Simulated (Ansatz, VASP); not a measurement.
**SnO in VASP and in Ansatz**

```xyz
4
Lattice="3.8971 0.0000 0.0000 0.0000 3.8971 0.0000 0.0000 0.0000 30.6344" Properties=species:S:1:pos:R:3 pbc="T T T"
Sn    3.8965    3.8965   14.1607
Sn    1.9479    1.9480   16.4737
O     3.8965    1.9480   15.3172
O     1.9479    3.8965   15.3172
```

Change from the starting cell: biaxial strain +0.020, atoms relaxed.

Alike in both runs: functional PBE; dispersion D3(BJ); k mesh 6 × 6 × 1; occupations gaussian, width 0.02 eV; no spin polarisation.

Ansatz relaxed the structure, and its values are those at the end. VASP's run is a single point on that final structure, the one shown.

```csv
,VASP,Ansatz
version,VASP 6.6.1,Ansatz 0.2.0
potentials or method,"VASP PAW PBE potentials, release 64 (Sn_d, O), cutoff 520 eV","scalar-relativistic, plane waves, PAW"
valence electrons in the cell,40,40
```

Ansatz gave:

```
gap on the k mesh at the Fermi level (eV) : 2.86
least direct gap on the mesh (eV)         : 2.88
rms of the force components (eV/Å)        : 0.003
```

Task: What did VASP give for the same quantities?

Result: gap on the k mesh at the Fermi level (eV): 2.81; least direct gap on the mesh (eV): 2.82; rms of the force components (eV/Å): 0.035.

Ansatz's warnings: stress scf threshold loose, structure snapped to symmetry, xc potential rough in thin density.
